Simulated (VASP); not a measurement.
# MgO in VASP: a series of runs

The runs below take MgO through single point, with PBE, r2SCAN.

Everything below comes from runs of VASP 6.6.1. Logs are shortened: lines on timing, memory, paths and dates and some standing lists are left out, and cuts for length are marked.

## 1. The cell of the first run

Symmetry: F-43m, No. 216, cubic system. The conventional cell has a = 4.420 Å, b = 4.420 Å, c = 4.420 Å, α = 90.00°, β = 90.00°, γ = 90.00°. Within 2.5 Å of Mg (site symmetry -43m) lie 4 O at 1.91 Å. Within 2.5 Å of O (site symmetry -43m) lie 4 Mg at 1.91 Å.

## 2. Single point, PBE (strain -3.2%)

INCAR reads:

```
PREC = Accurate
ENCUT = 520
EDIFF = 1E-6
ISMEAR = -1
SIGMA = 0.02
LREAL = F
LASPH = T
NELM = 60
ALGO = Normal
ISIF = 2
LWAVE = F
LCHARG = F
GGA = PE
NBANDS = 11
```

KPOINTS reads:

```
regular mesh
0
Gamma
  10 10 10
```

POSCAR reads:

```
MgO
1.0
    0.0000000000      2.2098942835      2.2098942835
    2.2098942835      0.0000000000      2.2098942835
    2.2098942835      2.2098942835      0.0000000000
Mg O
1 1
Direct
    0.0000000000      0.0000000000      0.0000000000
    0.2500000000      0.2500000000      0.2500000000
```

Potentials or basis: VASP PAW PBE potentials, release 64 (Mg, O).

The run is started by

```bash
$ cat potpaw_PBE.64/Mg/POTCAR potpaw_PBE.64/O/POTCAR > POTCAR
$ mpirun -np 1 vasp_std > vasp.out
```

OUTCAR:

```text
PREC = Accurate
   ENCUT = 520
   EDIFF = 1E-6
   ISMEAR = -1
   LREAL = F
   LASPH = T
   NELM = 60
   ISIF = 2
   GGA = PE

 ion  position               nearest neighbor table
   1  0.000  0.000  0.000-   2 1.91   2 1.91   2 1.91   2 1.91
   2  0.250  0.250  0.250-   1 1.91   1 1.91   1 1.91   1 1.91

  LATTYP: Found a face centered cubic cell.
 ALAT       =     4.4197885670

  Lattice vectors:

 A1 = (   0.0000000000,   2.2098942835,   2.2098942835)
 A2 = (   2.2098942835,   0.0000000000,   2.2098942835)
 A3 = (   2.2098942835,   2.2098942835,   0.0000000000)

Analysis of symmetry for initial positions (statically):
=====================================================================
 Subroutine PRICEL returns:
 Original cell was already a primitive cell.

 Routine SETGRP: Setting up the symmetry group for a
 face centered cubic supercell.

 Subroutine GETGRP returns: Found 24 space group operations
 (whereof 24 operations were pure point group operations)
 out of a pool of 48 trial point group operations.

The static configuration has the point symmetry T_d .

Analysis of symmetry for dynamics (positions and initial velocities):
=====================================================================
 Subroutine PRICEL returns:
 Original cell was already a primitive cell.

 Routine SETGRP: Setting up the symmetry group for a
 face centered cubic supercell.

 Subroutine GETGRP returns: Found 24 space group operations
 (whereof 24 operations were pure point group operations)
 out of a pool of 48 trial point group operations.

The dynamic configuration has the point symmetry T_d .

 Subroutine INISYM returns: Found 24 space group operations
 (whereof 24 operations are pure point group operations),
 and found     1 'primitive' translations

----------------------------------------------------------------------------------------

                                     Primitive cell

  volume of cell :      21.5846

  direct lattice vectors                    reciprocal lattice vectors
     0.000000000  2.209894284  2.209894284    -0.226255167  0.226255167  0.226255167
     2.209894284  0.000000000  2.209894284     0.226255167 -0.226255167  0.226255167
     2.209894284  2.209894284  0.000000000     0.226255167  0.226255167 -0.226255167

  length of vectors
     3.125262467  3.125262467  3.125262467     0.391885445  0.391885445  0.391885445

[... 79 lines left out ...]
   NELM   =     60;   NELMIN=  2; NELMDL= -5     # of ELM steps
   EDIFF  = 0.1E-05   stopping-criterion for ELM
   LREAL  =      F    real-space projection
   EDIFFG = 0.1E-04   stopping-criterion for IOM
   NSW    =      0    number of steps for IOM
   IBRION =     -1    ionic relax: 0-MD 1-quasi-New 2-CG
   NFREE  =      0    steps in history (QN), initial steepest desc. (CG)
   ISIF   =      2    stress and relaxation
   ISYM   =      2    0-nonsym 1-usesym 2-fastsym
   POTIM  = 0.5000    time-step for ionic-motion
   TEBEG  =    0.0;   TEEND  =   0.0 temperature during run
   PSTRESS=    0.0 pullay stress
   NELECT =       8.0000    total number of electrons
   NUPDOWN=      -1.0000    fix difference up-down
   EMIN   =  10.00;   EMAX   =-10.00  energy-range for DOS
   EFERMI =   0.00;   METHOD = LEGACY
   ISMEAR =    -1;   SIGMA  =   0.02  broadening in eV -4-tet -1-fermi 0-gaus
   EFERMI_NEDOS =   21; number of points for ismear=-14 and -15
   IALGO  =     38    algorithm
   IMIX   =      4    mixing-type and parameters
     AMIX     =   0.40;   BMIX     =  1.00
     AMIX_MAG =   1.60;   BMIX_MAG =  1.00
  volume/ion in A,a.u.               =      10.79        72.83
  Fermi-wavevector in a.u.,A,eV,Ry     =   1.175953  2.222229 18.815030  1.382866
  Thomas-Fermi vector in A             =   2.312325
   LORBIT       =      0    0 simple, 1 ext, 2 COOP (PROOUT), +10 PAW based schemes
   GGA     = PE    functional components
   LHFCALC =     F    Hartree Fock is set to
   AEXX    =    0.0000 exact exchange contribution
   IVDW    =     0    specifies the selected vdW correction
   LEPSILON=     F    determine dielectric tensor
   LRPA    =     F    only Hartree local field effects (RPA)
 non-spin polarized calculation
  energy-cutoff  :      520.00
  volume of cell :       21.58
 maximum number of plane-waves:       592
   NGX = 11   NGY = 11   NGZ = 11

 number of electron       7.9999997 magnetization

 Free energy of the ion-electron system (eV)
  ---------------------------------------------------
  ext. energy  EPLUGINS =         0.00000000
  ---------------------------------------------------
  free energy    TOTEN  =       -11.54803393 eV

  energy without entropy =      -11.54803393  energy(sigma->0) =      -11.54803393

 E-fermi :   1.7484     XC(G=0): -10.1427

 val. band max:        1.3130748159   @ k =   0.0000   0.0000   0.0000
 cond. band min:       5.5281819749   @ k =   0.0000   0.0000   0.0000
 fundamental gap:      4.2151071591
 Fermi energy:         1.7483985278

 k-point     1 :       0.0000    0.0000    0.0000
  band No.  band energies     occupation
      1     -14.8810      2.00000
      2       1.3131      2.00000
      3       1.3131      2.00000
      4       1.3131      2.00000
      5       5.5282      0.00000
      6      19.2134      0.00000
      7      19.2134      0.00000
      8      19.2134      0.00000
      9      22.5626      0.00000
     10      22.5626      0.00000
     11      22.8508      0.00000
[... 309 lines left out ...]
 k-point    24 :       0.4000    0.3000    0.0000
  band No.  band energies     occupation
      1     -14.0381      2.00000
      2      -1.1441      2.00000
      3       0.5775      2.00000
      4       0.7142      2.00000
      5       8.5845      0.00000
      6      13.5153      0.00000
      7      16.4479      0.00000
      8      18.7791      0.00000
      9      19.2584      0.00000
     10      26.1283      0.00000
     11      26.2748      0.00000

 [... further k-points ...]
[... 5 lines left out ...]
  --------------------------------------------------------------------------------------
  -------------------------------------------------------------------------------------
  Total        2.5180827      2.5180827      2.5180827      0.0000000      0.0000000     -0.0000000
  in kB      186.9115243    186.9115243    186.9115243      0.0000000      0.0000000     -0.0000000
  external PRESSURE =     186.9115243 kB  Pullay stress =       0.0000000 kB

 VOLUME and BASIS-vectors are now :
 -----------------------------------------------------------------------------
  energy-cutoff  :      520.00
  volume of cell :       21.58
      direct lattice vectors                 reciprocal lattice vectors
     0.000000000  2.209894284  2.209894284    -0.226255167  0.226255167  0.226255167
     2.209894284  0.000000000  2.209894284     0.226255167 -0.226255167  0.226255167
     2.209894284  2.209894284  0.000000000     0.226255167  0.226255167 -0.226255167

 POSITION                                       TOTAL-FORCE (eV/Angst)
 -----------------------------------------------------------------------------------
      0.00000      0.00000      0.00000        -0.000000      0.000000     -0.000000
      1.10495      1.10495      1.10495         0.000000     -0.000000      0.000000
 -----------------------------------------------------------------------------------
    total drift:                               -0.000001     -0.000001     -0.000001

  FREE ENERGIE OF THE ION-ELECTRON SYSTEM (eV)
  ---------------------------------------------------
  free  energy   TOTEN  =       -11.5480339252 eV

  energy  without entropy=      -11.5480339252  energy(sigma->0) =      -11.54803393
```

OSZICAR:

```text
N       E                     dE             d eps       ncg     rms          rms(c)
DAV:   1     0.137128424910E+02    0.13713E+02   -0.46329E+03  1194   0.638E+02
DAV:   2    -0.131849753931E+02   -0.26898E+02   -0.26331E+02  1195   0.135E+02
DAV:   3    -0.137942892592E+02   -0.60931E+00   -0.60900E+00  1291   0.178E+01
DAV:   4    -0.137961917647E+02   -0.19025E-02   -0.19025E-02  1142   0.113E+00
DAV:   5    -0.137961996152E+02   -0.78505E-05   -0.78504E-05  1240   0.712E-02    0.851E+00
DAV:   6    -0.115720587060E+02    0.22241E+01   -0.12963E+01  1136   0.193E+01    0.257E+00
DAV:   7    -0.115525649658E+02    0.19494E-01   -0.73969E-02  1124   0.238E+00    0.152E+00
DAV:   8    -0.115487218560E+02    0.38431E-02   -0.38683E-02  1100   0.223E+00    0.318E-01
DAV:   9    -0.115481611981E+02    0.56066E-03   -0.53421E-04  1244   0.160E-01    0.225E-01
DAV:  10    -0.115480248392E+02    0.13636E-03   -0.18781E-03  1127   0.306E-01    0.129E-02
DAV:  11    -0.115480335457E+02   -0.87064E-05   -0.10179E-05  1214   0.254E-02    0.896E-03
DAV:  12    -0.115480339252E+02   -0.37950E-06   -0.20879E-06  1145   0.115E-02
   1 F= -.11548034E+02 E0= -.11548034E+02  d E =-.893728E-11
```

stdout:

```text
POSCAR found type information on POSCAR MgO
 POSCAR found :  2 types and       2 ions
 scaLAPACK will be used
 LDA part: xc-table for (Slater+PW92), standard interpolation
 POSCAR, INCAR and KPOINTS ok, starting setup
 FFT: planning ... GRIDC
 FFT: planning ... GRID_SOFT
 FFT: planning ... GRID
 WAVECAR not read
 entering main loop
```

Run time: 12 s. Hardware: 1 thread of AMD EPYC 7R43 (Zen 3), shared host; peak memory 0.11 GiB.

Results:

* Free energy: -11.5480 eV
* Pressure: 18.7 GPa
* Band gap on the k mesh: 4.22 eV, direct

Levels at points of the mesh, in eV from the valence-band top:
```tsv
k point	band 1	band 2	band 3	band 4	band 5	band 6	band 7	band 8
(0.00, 0.00, 0.00)	-16.19	0.00	0.00	0.00	4.22	17.90	17.90	17.90
(0.50, 0.00, 0.00)	-15.38	-3.30	-0.18	-0.18	9.48	10.45	15.36	15.36
(0.50, 0.50, 0.00)	-15.13	-2.73	-0.78	-0.78	6.49	12.08	15.57	17.87
```

Caveat: the cell differs from its parent crystal (strain -3.2%).

## 3. Single point, r2SCAN (strain -3.2%)

POSCAR is that of step 2.

INCAR.step1 reads:

```
SYSTEM = MgO
  ALGO = Normal
  EDIFF = 1E-4
  ENCUT = 520
  GGA = PE
  ISMEAR = 0
  LASPH = .TRUE.
  LCHARG = .FALSE.
  LREAL = .FALSE.
  LWAVE = .TRUE.
  NBANDS = 11
  NELM = 80
  PREC = Accurate
  SIGMA = 0.01
```

INCAR.step2 reads:

```
SYSTEM = MgO
  ALGO = Normal
  EDIFF = 1E-6
  ENCUT = 520
  ISIF = 2
  ISMEAR = 0
  ISTART = 1
  LASPH = .TRUE.
  LCHARG = .FALSE.
  LMIXTAU = .TRUE.
  LREAL = .FALSE.
  LWAVE = .FALSE.
  METAGGA = R2SCAN
  NBANDS = 11
  NELM = 80
  PREC = Accurate
  SIGMA = 0.01
```

KPOINTS reads:

```
k-points
0
G
  10 10 10
  0 0 0
```

Potentials or basis: VASP PAW PBE potentials, release 64 (Mg, O).

The run is started by

```bash
$ cat potpaw_PBE.64/Mg/POTCAR potpaw_PBE.64/O/POTCAR > POTCAR
$ cp INCAR.step1 INCAR
$ mpirun -np 1 vasp_std > vasp.out
$ cp INCAR.step2 INCAR
$ mpirun -np 1 vasp_std > vasp.out
```

Run time: 61 s. Hardware: 1 thread of AMD EPYC 7R43 (Zen 3), shared host; peak memory 0.11 GiB.

Results (log left out):

```
Free energy            : -15.7653 eV
Pressure               : 14.4 GPa
Band gap on the k mesh : 4.92 eV, direct
```

Levels at points of the mesh, in eV from the valence-band top:
| k point | band 1 | band 2 | band 3 | band 4 | band 5 | band 6 | band 7 | band 8 | band 9 |
| --- | --- | --- | --- | --- | --- | --- | --- | --- | --- |
| (0.00, 0.00, 0.00) | -17.12 | 0.00 | 0.00 | 0.00 | 4.92 | 19.03 | 19.03 | 19.03 | 22.35 |
| (0.50, 0.00, 0.00) | -16.33 | -3.28 | -0.19 | -0.19 | 10.36 | 11.34 | 16.31 | 16.31 | 22.28 |
| (0.50, 0.50, 0.00) | -16.10 | -2.73 | -0.79 | -0.79 | 7.20 | 13.05 | 16.82 | 19.05 | 19.05 |

Caveat: the cell differs from its parent crystal (strain -3.2%); the PAW data sets were made with another functional, which shifts forces and pressure a little.

## 4. Single point, PBE (biaxial xy strain -5.9%)

INCAR reads:

```
PREC     = Accurate       # precision mode
ENCUT    = 520            # plane-wave cutoff, eV
EDIFF    = 1E-7           # SCF threshold, eV
ISMEAR   = -1             # smearing method
SIGMA    = 0.02           # smearing width, eV
LREAL    = F              # projectors in reciprocal space
LASPH    = T              # aspherical terms in the spheres
NELM     = 80             # most SCF steps
ALGO     = Normal         # electronic algorithm
ISIF     = 2              # what is computed and relaxed
LWAVE    = F              # write WAVECAR
LCHARG   = F              # write CHGCAR
GGA      = PE             # functional
NBANDS   = 11             # bands
```

KPOINTS reads:

```
regular mesh
0
Gamma
  10 10 10
```

POSCAR reads:

```
MgO
1.0
    0.0000000000      2.1471391277      2.2820056624
    2.1471391277      0.0000000000      2.2820056624
    2.1471391277      2.1471391277      0.0000000000
Mg O
1 1
Direct
    0.0000000000      0.0000000000      0.0000000000
    0.2500000000      0.2500000000      0.2500000000
```

Potentials or basis: VASP PAW PBE potentials, release 64 (Mg, O).

The run is started by

```bash
$ cat potpaw_PBE.64/Mg/POTCAR potpaw_PBE.64/O/POTCAR > POTCAR
$ mpirun -np 1 vasp_std > vasp.out
```

OUTCAR:

```text
PREC = Accurate
   ENCUT = 520
   EDIFF = 1E-7
   ISMEAR = -1
   LREAL = F
   LASPH = T
   NELM = 80
   ISIF = 2
   GGA = PE

 ion  position               nearest neighbor table
   1  0.000  0.000  0.000-   2 1.90   2 1.90   2 1.90   2 1.90
   2  0.250  0.250  0.250-   1 1.90   1 1.90   1 1.90   1 1.90

  LATTYP: Found a body centered tetragonal cell.
 ALAT       =     3.0365132747
 C/A-ratio  =     1.5030434291

  Lattice vectors:

 A1 = (  -2.1471391277,   0.0000000000,   2.2820056624)
[... 510 lines left out ...]
      4       1.0426      2.00000
      5       8.7941      0.00000
      6      13.5247      0.00000
      7      16.9542      0.00000
      8      19.7378      0.00000
      9      20.1516      0.00000
     10      26.8448      0.00000
     11      27.2246      0.00000

 [... further k-points ...]
[... 5 lines left out ...]
  --------------------------------------------------------------------------------------
  -------------------------------------------------------------------------------------
  Total        3.1628981      3.1628981      2.9066730      0.0000000      0.0000000      0.0000000
  in kB      240.8400452    240.8400452    221.3296886      0.0000000      0.0000000      0.0000000
  external PRESSURE =     234.3365930 kB  Pullay stress =       0.0000000 kB

 VOLUME and BASIS-vectors are now :
 -----------------------------------------------------------------------------
  energy-cutoff  :      520.00
  volume of cell :       21.04
      direct lattice vectors                 reciprocal lattice vectors
     0.000000000  2.147139128  2.282005662    -0.232868003  0.232868003  0.219105504
     2.147139128  0.000000000  2.282005662     0.232868003 -0.232868003  0.219105504
     2.147139128  2.147139128  0.000000000     0.232868003  0.232868003 -0.219105504

 POSITION                                       TOTAL-FORCE (eV/Angst)
 -----------------------------------------------------------------------------------
      0.00000      0.00000      0.00000         0.000000      0.000000      0.000000
      1.07357      1.07357      1.14100        -0.000000     -0.000000     -0.000000
 -----------------------------------------------------------------------------------
    total drift:                               -0.000001     -0.000001      0.000000

  FREE ENERGIE OF THE ION-ELECTRON SYSTEM (eV)
  ---------------------------------------------------
  free  energy   TOTEN  =       -11.4713827198 eV

  energy  without entropy=      -11.4713827197  energy(sigma->0) =      -11.47138272
```

Wall time 30 s (1 thread of AMD EPYC 7R43 (Zen 3), shared host); peak memory 0.11 GiB.

Results:

| Property | Result |
| --- | --- |
| Free energy | -11.4714 eV |
| Pressure | 23.4 GPa |
| Band gap on the k mesh | 4.29 eV, indirect (least direct gap 4.31 eV) |

Stress tensor (GPa, compression positive):
```
24.08  0.00  0.00
 0.00 24.08  0.00
 0.00  0.00 22.13
```

Levels at points of the mesh, in eV from the valence-band top:
| k point | band 1 | band 2 | band 3 | band 4 | band 5 | band 6 | band 7 | band 8 | band 9 |
| --- | --- | --- | --- | --- | --- | --- | --- | --- | --- |
| (0.00, 0.00, 0.00) | -16.36 | -0.18 | -0.02 | -0.02 | 4.29 | 18.11 | 18.15 | 18.15 | 20.11 |
| (0.50, 0.00, 0.00) | -15.49 | -3.46 | -0.42 | -0.11 | 9.54 | 10.58 | 15.01 | 16.08 | 21.16 |
| (0.50, 0.50, 0.00) | -15.32 | -3.08 | -0.66 | -0.66 | 6.51 | 12.12 | 15.61 | 18.60 | 18.60 |
| (0.50, 0.00, 0.50) | -15.20 | -2.78 | -0.99 | -0.94 | 6.48 | 12.05 | 16.11 | 17.20 | 18.58 |

Caveat: the cell differs from its parent crystal (biaxial xy strain -5.9%).

## 5. Single point, PBE (uniaxial z strain +2.3%)

INCAR reads:

```
ALGO = Normal
EDIFF = 1E-6
ENCUT = 520
GGA = PE
ISIF = 2
ISMEAR = -1
LASPH = True
LCHARG = True
LELF = True
LREAL = False
LVHAR = True
LWAVE = False
NBANDS = 11
NELM = 80
PREC = Accurate
SIGMA = 0.02
```

KPOINTS reads:

```
k-points
0
Gamma
  10 10 10
```

POSCAR reads:

```
MgO
1.0
    0.0000000000      2.2820056624      2.3354045949
    2.2820056624      0.0000000000      2.3354045949
    2.2820056624      2.2820056624      0.0000000000
Mg O
1 1
Direct
    0.0000000000      0.0000000000      0.0000000000
    0.2500000000      0.2500000000      0.2500000000
```

The run is started by

```bash
$ cat potpaw_PBE.64/Mg/POTCAR potpaw_PBE.64/O/POTCAR > POTCAR
$ mpirun -np 1 vasp_std > vasp.out
```

It took 27 s on 1 thread of AMD EPYC 7R43 (Zen 3), shared host; peak memory 0.12 GiB.

Results (log left out):

| Quantity | Value |
| --- | --- |
| Free energy | -11.6996 eV |
| Pressure | 0.6 GPa |
| Band gap on the k mesh | 3.49 eV, indirect (the least direct gap lies 3.1 meV higher) |

Stress tensor (GPa, compression positive):
```
 0.92  0.00  0.00
 0.00  0.92  0.00
 0.00  0.00 -0.16
```

Levels at points of the mesh, in eV from the valence-band top:
| k point | band 2 | band 3 | band 4 | band 5 | band 6 | band 7 |
| --- | --- | --- | --- | --- | --- | --- |
| (0.00, 0.00, 0.00) | -0.05 | 0.00 | 0.00 | 3.49 | 16.54 | 16.54 |
| (0.50, 0.00, 0.00) | -3.00 | -0.25 | -0.15 | 8.60 | 9.49 | 14.24 |
| (0.50, 0.50, 0.00) | -2.56 | -0.68 | -0.68 | 6.18 | 11.41 | 13.68 |
| (0.50, 0.00, 0.50) | -2.44 | -0.79 | -0.78 | 6.18 | 11.39 | 13.82 |

Caveat: the cell differs from its parent crystal (uniaxial z strain +2.3%).

## 6. The runs side by side

```tsv
level	cell	smearing	gap on the mesh (eV)	pressure (GPa)
PBE	a = 3.125 Å, angles 60.0°, 2 atoms	fermi-dirac 0.02 eV	4.22	18.7
r2SCAN	a = 3.125 Å, angles 60.0°, 2 atoms	gaussian 0.01 eV	4.92	14.4
PBE	a = 3.133, b = 3.133, c = 3.037 Å, angles 61.0, 61.0, 58.0°, 2 atoms	fermi-dirac 0.02 eV	4.29	23.4
PBE	a = 3.265, b = 3.265, c = 3.227 Å, angles 60.4, 60.4, 59.2°, 2 atoms	fermi-dirac 0.02 eV	3.49	0.6
```

Alike in all rows: task single point; potentials or basis VASP PAW PBE potentials, release 64 (Mg, O); no spin polarisation; k mesh 10 × 10 × 10; cutoff (eV) 520.

Caveats: the PAW data sets were made with another functional, which shifts forces and pressure a little (some runs).

Total energies depend on the potentials used, so only differences within one code and one set of settings carry meaning.
